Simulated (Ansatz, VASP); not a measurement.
**AlN in VASP and in Ansatz**

INCAR

```
SYSTEM = AlN
PREC = Accurate
ENCUT = 520
EDIFF = 1E-7
ISMEAR = 0
SIGMA = 0.03
LREAL = .FALSE.
LASPH = .TRUE.
NELM = 100
ALGO = Normal
ISIF = 2
LWAVE = .FALSE.
LCHARG = .FALSE.
NBANDS = 16
```

Contents of KPOINTS:

```
regular mesh
0
G
  8 8 5
  0 0 0
```

The input POSCAR:

```
AlN
1.0
    3.0923339994      0.0000000000      0.0000000000
   -1.5461669997      2.6780398005      0.0000000000
    0.0000000000      0.0000000000      4.9810000000
Al N
2 2
Direct
    0.3333333333      0.6666666667      0.0006401849
    0.6666666667      0.3333333333      0.5006401849
    0.3333333333      0.6666666667      0.3813598151
    0.6666666667      0.3333333333      0.8813598151
```

Input for Ansatz:

```yaml
crystal:
  lattice:
    - [3.0923339994, 0.0, 0.0]
    - [-1.5461669997, 2.6780398005, 0.0]
    - [0.0, 0.0, 4.981]
  atoms:
    - { symbol: Al, position: [0.3333333333, 0.6666666667, 0.0006401849] }
    - { symbol: Al, position: [0.6666666667, 0.3333333333, 0.5006401849] }
    - { symbol: "N", position: [0.3333333333, 0.6666666667, 0.3813598151] }
    - { symbol: "N", position: [0.6666666667, 0.3333333333, 0.8813598151] }
scf:
  occupations: { method: gaussian, width: 0.03 }
output:
  eigenstates: { kpoints: [[0, 0, 0]] }
hamiltonian:
  xc: lda
kpoints:
  mp_grid: { grid: [8, 8, 5] }
```

Alike in both runs: task single point; functional LDA; k mesh 8 × 8 × 5; occupations gaussian, width 0.03 eV; no spin polarisation.

|  | VASP | Ansatz |
| --- | --- | --- |
| version | VASP 6.6.1 | Ansatz 0.2.0 |
| potentials or method | VASP PAW LDA potentials, release 64 (Al, N) | scalar-relativistic, plane waves, PAW |
| plane-wave cutoff (eV) | 520 | 420 |
| valence electrons in the cell | 16 | 16 |

```tsv
	VASP	Ansatz	Ansatz less VASP
gap on the k mesh at the Fermi level (eV)	4.37	4.36	-0.007
least direct gap on the mesh (eV)	4.37	4.36	-0.007
```

LDA's correlation is that of Perdew and Zunger in VASP and of Perdew and Wang (1992) in Ansatz.
